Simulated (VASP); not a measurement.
Write the native input for VASP 6.6.1 that does the following.

* Task: single point
* Functional: PBEsol
* Potentials or basis: VASP PAW PBE potentials, release 64 (C, Si)
* Cutoff: 520 eV
* k mesh: 3 × 3 × 2, shifted
* Occupations: gaussian, width 0.1 eV
* Spin: no spin polarisation
* Dipole correction: no
* Further INCAR settings: LREAL = Auto; ALGO = Normal; EDIFF = 1e-06; NBANDS = 66; ISYM = 0

The structure of SiC3 lies in POSCAR:

```
SiC3
1.0
   -4.0074078971     -4.0535805624      0.0094500783
   -0.0092943012      4.0534247853      4.0070807069
   -3.9918192860      4.0474420297     -3.9918036501
C Si
18 6
Direct
    0.4916710560      1.0064800506      0.0089805550
    0.0142915841      1.0274066369      0.0169235930
    0.8472530662      0.1840216044      0.6824979713
    0.6414420004      0.3034683592      0.3239309927
    0.4708824289      0.4839476691      0.0169233262
    1.0118602700      0.4864435854     -0.0158841912
    0.3143082039      0.6510934963      0.6825219530
    0.6623919748      0.8358214441      0.2991700281
    0.1947808606      0.8567917742      0.3239395345
    0.3283253391      0.1699249479      0.9509098293
    0.8383740815      0.1796507158      0.9188663899
    0.6679408841      0.2973218603      0.5596739049
    0.1520770131      0.3462729856      0.6259153957
    0.5096472892      0.5106032084      0.2441522044
    0.3186687743      0.6599717382      0.9188971016
    0.2010174940      0.8303833562      0.5596897580
    0.4964283575      1.0017649213      0.2300023106
    0.9876285494      0.9885847314      0.2441640793
    0.3349601586      0.1633722595      0.6833344536
    0.1808315661      0.3174395859      0.3627011933
    0.8559504812      0.6424036999      0.6255493280
   -0.0119738041      0.5102063161      0.2404567696
    0.8268818215      0.6713937199      0.9304526412
    0.6491680629      0.8491243889      0.5660934260
```

One way to write it, as run:

INCAR

```
SYSTEM = SiC3
ALGO     = Normal         ! electronic algorithm
EDIFF    = 1E-6           ! SCF threshold, eV
ENCUT    = 520            ! plane-wave cutoff, eV
GGA      = PS             ! functional
ISIF     = 2              ! what is computed and relaxed
ISMEAR   = 0              ! smearing method
ISYM     = 0            
LASPH    = .True.         ! aspherical terms in the spheres
LCHARG   = .True.         ! write CHGCAR
LELF     = .True.         ! ELF
LREAL    = Auto         
LVHAR    = .True.       
LWAVE    = .False.        ! write WAVECAR
NBANDS   = 66             ! bands
NELM     = 60             ! most SCF steps
PREC     = Accurate       ! precision mode
SIGMA    = 0.1            ! smearing width, eV
```

KPOINTS

```
Automatic mesh
0
Gamma
  3 3 2
  0 0 0.5
```

Potentials or basis: VASP PAW PBE potentials, release 64 (C, Si).

Run with:

```console
$ cat potpaw_PBE.64/C/POTCAR potpaw_PBE.64/Si/POTCAR > POTCAR
$ mpirun -np 1 vasp_std > vasp.out
```

Results of the run:

```
Pressure               : 0.4 GPa
Largest force          : 0.041 eV/Å
Band gap on the k mesh : 0.87 eV
```

Caveat: the k points lie up to 0.45 Å⁻¹ apart; the PAW data sets were made with another functional, which shifts forces and pressure a little; a shifted mesh leaves out Γ, where band edges can lie.

It took 5.2 min on 1 thread of Intel Xeon 8259CL (shared host), peak memory 0.31 GiB.
